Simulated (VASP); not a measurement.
# B4Ru (P4/mmm) in VASP: notebook

Runs on B4Ru. Level: PBE. Tasks: single point.

All numbers are computed with VASP 6.6.1; they aren't measurements. Logs are shortened: lines on timing, memory, paths and dates and some standing lists are left out, and cuts for length are marked.

## Step 1: The cell of the first run

It takes space group P4/mmm (No. 123, tetragonal). The conventional cell has a = 2.955 Å, b = 2.955 Å, c = 3.494 Å, α = 90.00°, β = 90.00°, γ = 90.00°. Within 1.4 Å of B (site symmetry 4mm) lie 1 Ru at 1.06 Å and 1 B at 1.37 Å. B (site symmetry mmm) has 8 B at 1.63 to 2.09 Å within 2.2 Å. Ru (site symmetry 4/mmm) has 2 B at 1.06 Å within 1.4 Å.

The cell was built from a structure type or drawn by symmetry, and may not be a known phase.

## Step 2: Single point, PBE

File INCAR:

```
SYSTEM = B4Ru
ALGO = Normal
EDIFF = 1E-6
ENCUT = 520
GGA = PE
ISIF = 2
ISMEAR = 0
LASPH = .True.
LCHARG = .False.
LREAL = .False.
LWAVE = .False.
NBANDS = 21
NELM = 80
PREC = Accurate
SIGMA = 0.1
```

File KPOINTS:

```
k-points
0
Gamma
  6 6 6
  0 0 0
```

File POSCAR:

```
B4Ru
1.0
    2.9550045100      0.0000000000      0.0000000000
    0.0000000000      2.9550045100      0.0000000000
    0.0000000000      0.0000000000      3.4944218300
B Ru
4 1
Direct
    0.5000000000      0.5000000000      0.1956765900
    0.5000000000      0.5000000000      0.8043234100
    0.5000000000      0.0000000000      0.0000000000
    0.0000000000      0.5000000000      0.0000000000
    0.5000000000      0.5000000000      0.5000000000
```

Potentials or basis: VASP PAW PBE potentials, release 64 (B, Ru_pv).

Started as:

```console
> cat potpaw_PBE.64/B/POTCAR potpaw_PBE.64/Ru_pv/POTCAR > POTCAR
> mpirun -np 1 vasp_std > vasp.out
```

OUTCAR:

```text
SYSTEM = B4Ru
   EDIFF = 1E-6
   ENCUT = 520
   GGA = PE
   ISIF = 2
   ISMEAR = 0
   LASPH = .True.
   LREAL = .False.
   NELM = 80
   PREC = Accurate

 ion  position               nearest neighbor table
   1  0.500  0.500  0.196-   5 1.06   2 1.37   4 1.63   3 1.63   3 1.63   4 1.63   2 2.13   5 2.43

   2  0.500  0.500  0.804-   5 1.06   1 1.37   4 1.63   3 1.63   3 1.63   4 1.63   1 2.13   5 2.43

   3  0.500  0.000  0.000-   1 1.63   2 1.63   1 1.63   2 1.63   4 2.09   4 2.09   4 2.09   4 2.09
                             5 2.29   5 2.29   5 2.29   5 2.29
   4  0.000  0.500  0.000-   1 1.63   2 1.63   1 1.63   2 1.63   3 2.09   3 2.09   3 2.09   3 2.09
                             5 2.29   5 2.29   5 2.29   5 2.29
   5  0.500  0.500  0.500-   1 1.06   2 1.06   3 2.29   4 2.29   3 2.29   4 2.29   3 2.29   3 2.29
                             4 2.29   4 2.29   1 2.43   2 2.43

 -----------------------------------------------------------------------------
|                                                                             |
|           W    W    AA    RRRRR   N    N  II  N    N   GGGG   !!!           |
|           W    W   A  A   R    R  NN   N  II  NN   N  G    G  !!!           |
|           W    W  A    A  R    R  N N  N  II  N N  N  G       !!!           |
|           W WW W  AAAAAA  RRRRR   N  N N  II  N  N N  G  GGG   !            |
|           WW  WW  A    A  R   R   N   NN  II  N   NN  G    G                |
|           W    W  A    A  R    R  N    N  II  N    N   GGGG   !!!           |
|                                                                             |
|     The distance between some ions is very small. Please check the          |
|     nearest-neighbor list in the OUTCAR file.                               |
|     I HOPE YOU KNOW WHAT YOU ARE DOING!                                     |
|                                                                             |
 -----------------------------------------------------------------------------

  LATTYP: Found a simple tetragonal cell.
 ALAT       =     2.9550045100
 C/A-ratio  =     1.1825436537

  Lattice vectors:

 A1 = (   2.9550045100,   0.0000000000,   0.0000000000)
 A2 = (   0.0000000000,   2.9550045100,   0.0000000000)
 A3 = (   0.0000000000,   0.0000000000,   3.4944218300)

Analysis of symmetry for initial positions (statically):
=====================================================================
 Subroutine PRICEL returns:
 Original cell was already a primitive cell.

 Routine SETGRP: Setting up the symmetry group for a
 simple tetragonal supercell.

 Subroutine GETGRP returns: Found 16 space group operations
 (whereof 16 operations were pure point group operations)
 out of a pool of 16 trial point group operations.

The static configuration has the point symmetry D_4h.

Analysis of symmetry for dynamics (positions and initial velocities):
=====================================================================
 Subroutine PRICEL returns:
 Original cell was already a primitive cell.

 Routine SETGRP: Setting up the symmetry group for a
 simple tetragonal supercell.

 Subroutine GETGRP returns: Found 16 space group operations
 (whereof 16 operations were pure point group operations)
 out of a pool of 16 trial point group operations.

The dynamic configuration has the point symmetry D_4h.

 Subroutine INISYM returns: Found 16 space group operations
 (whereof 16 operations are pure point group operations),
 and found     1 'primitive' translations

----------------------------------------------------------------------------------------

                                     Primitive cell

  volume of cell :      30.5135

  direct lattice vectors                    reciprocal lattice vectors
     2.955004510  0.000000000  0.000000000     0.338408959  0.000000000  0.000000000
     0.000000000  2.955004510  0.000000000     0.000000000  0.338408959  0.000000000
     0.000000000  0.000000000  3.494421830     0.000000000  0.000000000  0.286170373

  length of vectors
     2.955004510  2.955004510  3.494421830     0.338408959  0.338408959  0.286170373

  position of ions in fractional coordinates (direct lattice)
     0.500000000  0.500000000  0.195676590
     0.500000000  0.500000000  0.804323410
     0.500000000  0.000000000  0.000000000
     0.000000000  0.500000000  0.000000000
     0.500000000  0.500000000  0.500000000

  ion indices of the primitive-cell ions
   primitive index   ion index
                 1           1
                 2           2
                 3           3
                 4           4
                 5           5

----------------------------------------------------------------------------------------

 KPOINTS: k-points

Automatic generation of k-mesh.
 Grid dimensions read from file:
 generate k-points for:    6    6    6

 Generating k-lattice:

  Cartesian coordinates                     Fractional coordinates (reciprocal lattice)
     0.056401493  0.000000000  0.000000000     0.166666667  0.000000000  0.000000000
     0.000000000  0.056401493  0.000000000     0.000000000  0.166666667  0.000000000
     0.000000000  0.000000000  0.047695062     0.000000000  0.000000000  0.166666667

  Length of vectors
     0.056401493  0.056401493  0.047695062

  Shift w.r.t. Gamma in fractional coordinates (k-lattice)
     0.000000000  0.000000000  0.000000000

 Subroutine IBZKPT returns following result:
 ===========================================

 Found     40 irreducible k-points:

 Following reciprocal coordinates:
            Coordinates               Weight
  0.000000  0.000000  0.000000      1.000000
  0.166667  0.000000  0.000000      4.000000
  0.333333  0.000000  0.000000      4.000000
  0.500000  0.000000  0.000000      2.000000
  0.166667  0.166667  0.000000      4.000000
  0.333333  0.166667  0.000000      8.000000
[... 16 lines left out ...]
  0.333333  0.000000  0.333333      8.000000
  0.500000  0.000000  0.333333      4.000000
 [... further k-points ...]
   k-points           NKPTS =     40   k-points in BZ     NKDIM =     40   number of bands    NBANDS=     21
   number of dos      NEDOS =    301   number of ions     NIONS =      5
   total plane-waves  NPLWV =  16128
   dimension x,y,z NGX =    24 NGY =   24 NGZ =   28
   dimension x,y,z NGXF=    48 NGYF=   48 NGZF=   56
   ions per type =               4   1
   NGX,Y,Z   is equivalent  to a cutoff of  13.50, 13.50, 13.32 a.u.
   NGXF,Y,Z  is equivalent  to a cutoff of  27.00, 27.00, 26.64 a.u.
 SYSTEM =  B4Ru
   PREC   = accura    normal or accurate (medium, high low for compatibility)
   ISTART =      0    job   : 0-new  1-cont  2-samecut
   ICHARG =      2    charge: 1-file 2-atom 10-const
   ISPIN  =      1    spin polarized calculation?
   LNONCOLLINEAR =      F non collinear calculations
   LSORBIT =      F    spin-orbit coupling
   LASPH  =      T    aspherical Exc in radial PAW
   ENCUT  =  520.0 eV  38.22 Ry    6.18 a.u.   5.49  5.49  6.50*2*pi/ulx,y,z
   NELM   =     80;   NELMIN=  2; NELMDL= -5     # of ELM steps
   EDIFF  = 0.1E-05   stopping-criterion for ELM
   LREAL  =      F    real-space projection
   EDIFFG = 0.1E-04   stopping-criterion for IOM
   NSW    =      0    number of steps for IOM
   IBRION =     -1    ionic relax: 0-MD 1-quasi-New 2-CG
   NFREE  =      0    steps in history (QN), initial steepest desc. (CG)
   ISIF   =      2    stress and relaxation
   ISYM   =      2    0-nonsym 1-usesym 2-fastsym
   POTIM  = 0.5000    time-step for ionic-motion
   TEBEG  =    0.0;   TEEND  =   0.0 temperature during run
   PSTRESS=    0.0 pullay stress
   NELECT =      26.0000    total number of electrons
   NUPDOWN=      -1.0000    fix difference up-down
   EMIN   =  10.00;   EMAX   =-10.00  energy-range for DOS
   EFERMI =   0.00;   METHOD = LEGACY
   ISMEAR =     0;   SIGMA  =   0.10  broadening in eV -4-tet -1-fermi 0-gaus
   EFERMI_NEDOS =   21; number of points for ismear=-14 and -15
   IALGO  =     38    algorithm
   IMIX   =      4    mixing-type and parameters
     AMIX     =   0.40;   BMIX     =  1.00
     AMIX_MAG =   1.60;   BMIX_MAG =  1.00
  volume/ion in A,a.u.               =       6.10        41.18
  Fermi-wavevector in a.u.,A,eV,Ry     =   1.552037  2.932925 32.773970  2.408819
  Thomas-Fermi vector in A             =   2.656470
   LORBIT       =      0    0 simple, 1 ext, 2 COOP (PROOUT), +10 PAW based schemes
   GGA     = PE    functional components
   LHFCALC =     F    Hartree Fock is set to
   AEXX    =    0.0000 exact exchange contribution
   IVDW    =     0    specifies the selected vdW correction
   LEPSILON=     F    determine dielectric tensor
   LRPA    =     F    only Hartree local field effects (RPA)
 non-spin polarized calculation
 Gauss-broadening in eV      SIGMA  =   0.10
  energy-cutoff  :      520.00
  volume of cell :       30.51
 maximum number of plane-waves:       837
 NGX is ok and might be reduce to    24
   NGX = 11   NGY = 11   NGZ = 13

 number of electron      25.9999995 magnetization

 Free energy of the ion-electron system (eV)
  ---------------------------------------------------
  ext. energy  EPLUGINS =         0.00000000
  ---------------------------------------------------
  free energy    TOTEN  =        36.23205609 eV

  energy without entropy =       36.23864814  energy(sigma->0) =       36.23535211

 E-fermi :  13.2054     XC(G=0): -13.5822

 val. band max:       13.1970984731   @ k =   0.5000   0.0000   0.5000
 cond. band min:      13.2101944302   @ k =   0.5000   0.3333   0.3333
 fundamental gap:      0.0130959571
 Fermi energy:        13.2054289073

 k-point     1 :       0.0000    0.0000    0.0000
  band No.  band energies     occupation
      1     -37.6633      2.00000
      2     -31.3127      2.00000
      3     -31.3127      2.00000
      4      -5.7960      2.00000
      5       1.1492      2.00000
      6       1.1492      2.00000
[... 13 lines left out ...]
     20      28.7415      0.00000
     21      28.8811      0.00000

 k-point     2 :       0.1667    0.0000    0.0000
  band No.  band energies     occupation
      1     -37.6587      2.00000
      2     -31.3742      2.00000
      3     -31.3077      2.00000
      4      -5.5331      2.00000
      5       0.4676      2.00000
      6       1.1811      2.00000
[... 13 lines left out ...]
     20      27.7059      0.00000
     21      28.1196      0.00000

 k-point     3 :       0.3333    0.0000    0.0000
  band No.  band energies     occupation
      1     -37.6496      2.00000
      2     -31.4954      2.00000
      3     -31.2978      2.00000
      4      -4.8728      2.00000
      5      -0.5270      2.00000
      6       0.0253      2.00000
[... 13 lines left out ...]
     20      26.9295      0.00000
     21      27.4991      0.00000

 k-point     4 :       0.5000    0.0000    0.0000
  band No.  band energies     occupation
      1     -37.6445      2.00000
      2     -31.5552      2.00000
      3     -31.2929      2.00000
      4      -4.4049      2.00000
      5      -0.9259      2.00000
      6      -0.8374      2.00000
[... 13 lines left out ...]
     20      26.6360      0.00000
     21      27.2141      0.00000

 k-point     5 :       0.1667    0.1667    0.0000
  band No.  band energies     occupation
      1     -37.6540      2.00000
      2     -31.3703      2.00000
      3     -31.3673      2.00000
      4      -5.2811      2.00000
      5       0.4135      2.00000
      6       0.6256      2.00000
[... 13 lines left out ...]
     20      26.1203      0.00000
     21      27.6581      0.00000
[... 382 lines left out ...]
     20      20.5683      0.00000
     21      26.0692      0.00000

 k-point    22 :       0.1667    0.0000    0.3333
  band No.  band energies     occupation
      1     -37.6808      2.00000
      2     -31.3576      2.00000
      3     -31.2913      2.00000
      4      -5.5516      2.00000
      5      -2.1607      2.00000
      6      -1.5803      2.00000
[... 13 lines left out ...]
     20      21.4620      0.00000
     21      25.6316      0.00000

 k-point    23 :       0.3333    0.0000    0.3333
  band No.  band energies     occupation
      1     -37.6714      2.00000
      2     -31.4790      2.00000
      3     -31.2817      2.00000
      4      -5.0501      2.00000
      5      -3.1671      2.00000
      6      -1.3662      2.00000
[... 13 lines left out ...]
     20      23.6925      0.00000
     21      25.4806      0.00000

 k-point    24 :       0.5000    0.0000    0.3333
  band No.  band energies     occupation
      1     -37.6666      2.00000
      2     -31.5388      2.00000
      3     -31.2768      2.00000
      4      -4.4680      2.00000
      5      -3.9654      2.00000
      6      -1.2538      2.00000
[... 13 lines left out ...]
     20      24.5002      0.00000
     21      25.7557      0.00000

 [... further k-points ...]

------------------------ aborting loop because EDIFF is reached ----------------------------------------

  FORCE on cell =-STRESS in cart. coord.  units (eV):
  Direction    XX          YY          ZZ          XY          YZ          ZX
  --------------------------------------------------------------------------------------
  -------------------------------------------------------------------------------------
  Total       17.2630592     17.2630592    344.0770184      0.0000000     -0.0000000      0.0000000
  in kB      906.4351033    906.4351033  18066.5248490      0.0000000     -0.0000000      0.0000000
  external PRESSURE =    6626.4650185 kB  Pullay stress =       0.0000000 kB

 VOLUME and BASIS-vectors are now :
 -----------------------------------------------------------------------------
  energy-cutoff  :      520.00
  volume of cell :       30.51
      direct lattice vectors                 reciprocal lattice vectors
     2.955004510  0.000000000  0.000000000     0.338408959  0.000000000  0.000000000
     0.000000000  2.955004510  0.000000000     0.000000000  0.338408959  0.000000000
     0.000000000  0.000000000  3.494421830     0.000000000  0.000000000  0.286170373

 POSITION                                       TOTAL-FORCE (eV/Angst)
 -----------------------------------------------------------------------------------
      1.47750      1.47750      0.68378         0.000000      0.000000   -129.445239
      1.47750      1.47750      2.81065         0.000000     -0.000000    129.445239
      1.47750      0.00000      0.00000         0.000000     -0.000000      0.000000
      0.00000      1.47750      0.00000         0.000000     -0.000000      0.000000
      1.47750      1.47750      1.74721         0.000000     -0.000000      0.000000
 -----------------------------------------------------------------------------------
    total drift:                                0.000000     -0.000000     -0.000000

  FREE ENERGIE OF THE ION-ELECTRON SYSTEM (eV)
  ---------------------------------------------------
  free  energy   TOTEN  =        36.2320560856 eV

  energy  without entropy=       36.2386481379  energy(sigma->0) =       36.23535211
```

Wall time 13 s (1 thread of Intel Xeon Platinum 8559C (Emerald Rapids), shared host); peak memory 0.15 GiB.

The run converged, but its numbers aren't listed here, since they failed a check.

Caveat: atoms lie so close that the PAW spheres overlap strongly, which falsifies energies and pressures; the cell stands under pressure; forces of over 1 eV/Å act on the atoms, so gaps and moduli don't describe the material at rest.

## Step 3: Single point, PBE

This run uses another cell than the first one, of 9.31 Å³/atom.

File INCAR:

```
SYSTEM = B4Ru
PREC = Accurate
ENCUT = 520
EDIFF = 1E-7
ISMEAR = 0
SIGMA = 0.1
LREAL = .False.
LASPH = .True.
NELM = 80
ALGO = Normal
ISIF = 2
LWAVE = .False.
LCHARG = .False.
GGA = PE
NBANDS = 21
```

File KPOINTS:

```
regular mesh
0
Gamma
  6 6 6
  0 0 0
```

File POSCAR:

```
B4Ru
1.0
    2.6305013182      0.0000000000      0.0000000000
    0.0000000000      2.6305013182      0.0000000000
    0.0000000000      0.0000000000      6.7284174972
B Ru
4 1
Direct
    0.5000000000      0.5000000000      0.1758362811
    0.5000000000      0.5000000000      0.8241637189
    0.5000000000      0.0000000000      0.0000000000
    0.0000000000      0.5000000000      0.0000000000
    0.5000000000      0.5000000000      0.5000000000
```

Potentials or basis: VASP PAW PBE potentials, release 64 (B, Ru_pv).

Started as:

```console
> cat potpaw_PBE.64/B/POTCAR potpaw_PBE.64/Ru_pv/POTCAR > POTCAR
> mpirun -np 1 vasp_std > vasp.out
```

Run time: 21 s. Hardware: 1 thread of Intel Xeon Platinum 8559C (Emerald Rapids), shared host; peak memory 0.17 GiB.

It converged, with:

```yaml
Free_energy: -31.7178 eV
Pressure: 0.0 GPa
Largest_force: 0.009 eV/Å
Band_gap_on_the_k_mesh: zero (bands 13 and 14 overlap by 1.86 eV)
```

Forces in eV/Å, atoms in the order of the input:
```
B    0.000  0.000  0.009
B    0.000  0.000 -0.009
B    0.000  0.000  0.000
B    0.000  0.000  0.000
Ru   0.000  0.000  0.000
```

Stress tensor (GPa, compression positive):
```
 0.04  0.00  0.00
 0.00  0.04  0.00
 0.00  0.00 -0.10
```

Levels at points of the mesh, in eV from the Fermi level:
| k point | band 10 | band 11 | band 12 | band 13 | band 14 | band 15 | band 16 | band 17 |
| --- | --- | --- | --- | --- | --- | --- | --- | --- |
| (0.00, 0.00, 0.00) | -3.36 | -1.49 | -0.04 | -0.04 | 1.37 | 5.09 | 5.09 | 5.24 |
| (0.50, 0.00, 0.00) | -2.37 | -0.60 | -0.31 | 0.28 | 0.34 | 1.19 | 3.63 | 4.24 |
| (0.50, 0.50, 0.00) | -4.37 | -3.35 | -1.52 | -1.52 | -1.41 | 2.86 | 4.05 | 5.20 |
| (0.00, 0.00, 0.50) | -3.40 | -3.40 | 0.15 | 0.15 | 1.37 | 4.58 | 4.58 | 5.79 |
| (0.50, 0.00, 0.50) | -2.35 | -1.87 | -0.60 | -0.55 | 0.72 | 2.22 | 3.68 | 4.23 |
| (0.50, 0.50, 0.50) | -3.96 | -3.80 | -2.29 | -2.29 | 0.87 | 0.88 | 2.86 | 6.87 |

Caveat: the k points lie up to 0.40 Å⁻¹ apart, too coarse for converged energies and pressures of a metal.

(Part 1 of 2 ends here.)
